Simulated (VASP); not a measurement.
Write the native input for VASP 6.6.1 that does the following.

```yaml
Task: single point
Functional: r2SCAN0
Potentials_or_basis: VASP PAW PBE potentials, release 64 (Sb, Ga_d)
Cutoff: 520 eV
k_mesh: 4 × 4 × 4
Occupations: fermi-dirac, width 0.05 eV
Spin: no spin polarisation
Dipole_correction: no
Grid_for_exact_exchange_PRECFOCK: Normal
Further_INCAR_settings: ALGO = Normal; EDIFF = 1e-06; NBANDS = 16
Share_of_exact_exchange: 0.25
```

Crystal: GaSb.

```
Sb Ga
1.0
     0.00000    3.05900    3.05900
     3.05900    0.00000    3.05900
     3.05900    3.05900    0.00000
Sb Ga
1 1
Direct
  0.75000 0.75000 0.75000
  0.00000 0.00000 0.00000
```

These files were run (other wordings do the same):

POSCAR

```
GaSb
1.0
    0.0000000000      3.0590000000      3.0590000000
    3.0590000000      0.0000000000      3.0590000000
    3.0590000000      3.0590000000      0.0000000000
Sb Ga
1 1
Direct
    0.7500000000      0.7500000000      0.7500000000
    0.0000000000      0.0000000000      0.0000000000
```

INCAR.step1

```
SYSTEM = GaSb
PREC     = Accurate       ! precision mode
ENCUT    = 520            ! plane-wave cutoff, eV
EDIFF    = 1E-5           ! SCF threshold, eV
ISMEAR   = -1             ! smearing method
SIGMA    = 0.05           ! smearing width, eV
LREAL    = .FALSE.        ! projectors in reciprocal space
LASPH    = .TRUE.         ! aspherical terms in the spheres
NELM     = 60             ! most SCF steps
ALGO     = Normal         ! electronic algorithm
ISIF     = 2              ! what is computed and relaxed
LWAVE    = .TRUE.         ! write WAVECAR
LCHARG   = .FALSE.        ! write CHGCAR
NBANDS   = 16             ! bands
GGA      = PE             ! functional
```

INCAR.step2

```
SYSTEM = GaSb
PREC     = Accurate       ! precision mode
ENCUT    = 520            ! plane-wave cutoff, eV
EDIFF    = 1E-6           ! SCF threshold, eV
ISMEAR   = -1             ! smearing method
SIGMA    = 0.05           ! smearing width, eV
LREAL    = .FALSE.        ! projectors in reciprocal space
LASPH    = .TRUE.         ! aspherical terms in the spheres
NELM     = 60             ! most SCF steps
ALGO     = Normal         ! electronic algorithm
ISIF     = 2              ! what is computed and relaxed
LWAVE    = .FALSE.        ! write WAVECAR
LCHARG   = .FALSE.        ! write CHGCAR
METAGGA  = R2SCAN         ! meta-GGA
LHFCALC  = .TRUE.         ! exact exchange
AEXX     = 0.25           ! exact-exchange fraction
LMIXTAU  = .TRUE.       
PRECFOCK = Normal       
NBANDS   = 16             ! bands
ISTART   = 1
```

KPOINTS

```
Automatic mesh
0
G
  4 4 4
  0 0 0
```

Potentials or basis: VASP PAW PBE potentials, release 64 (Sb, Ga_d).

The run is started by

```console
$ cat potpaw_PBE.64/Sb/POTCAR potpaw_PBE.64/Ga_d/POTCAR > POTCAR
$ cp INCAR.step1 INCAR
$ mpirun -np 1 vasp_std > vasp.out
$ cp INCAR.step2 INCAR
$ mpirun -np 1 vasp_std > vasp.out
```

Results of the run:

```
Pressure               : -1.1 GPa
Band gap on the k mesh : 1.81 eV
```

Caveat: the k points lie up to 0.44 Å⁻¹ apart; the PAW data sets were made with another functional, which shifts forces and pressure a little; spin-orbit coupling is left out, which moves the levels of the heavy elements.

Run time: 29 min on 1 thread of Intel Xeon 8259CL (shared host), peak memory 0.21 GiB.
